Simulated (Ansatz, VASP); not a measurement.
MgO: VASP beside Ansatz

```
Mg O
1.0
     0.00000    2.10217    2.19403
     2.10217    0.00000    2.19403
     2.10217    2.10217    0.00000
Mg O
1 1
Direct
  0.00000 0.00000 0.00000
  0.50000 0.50000 0.50000
```

Change from the starting cell: uniaxial_z strain +4.4%.

Alike in both runs: task single point; functional r2SCAN; k mesh 10 × 10 × 10; no spin polarisation.

```csv
,VASP,Ansatz
version,VASP 6.6.1,Ansatz 0.2.0
potentials or method,"VASP PAW PBE potentials, release 64 (Mg, O)","plane waves, PAW"
plane-wave cutoff (eV),520,500
occupations,"gaussian, width 0.01 eV",fixed
valence electrons in the cell,8,16
```

|  | VASP | Ansatz | Ansatz less VASP |
| --- | --- | --- | --- |
| gap on the k mesh at the Fermi level (eV) | 5.17 | 5.19 | +0.026 |
| pressure (GPa) | -7.1 | -6.0 | +1.11 |
| traceless stress, the component that is largest in VASP (GPa) | -4.36 | -4.41 | -0.055 |

VASP's potentials were made for PBE, not for r2SCAN. VASP's potentials hold 8 valence electrons a cell and Ansatz's 16, so a difference there can come from the potentials and not from the codes.
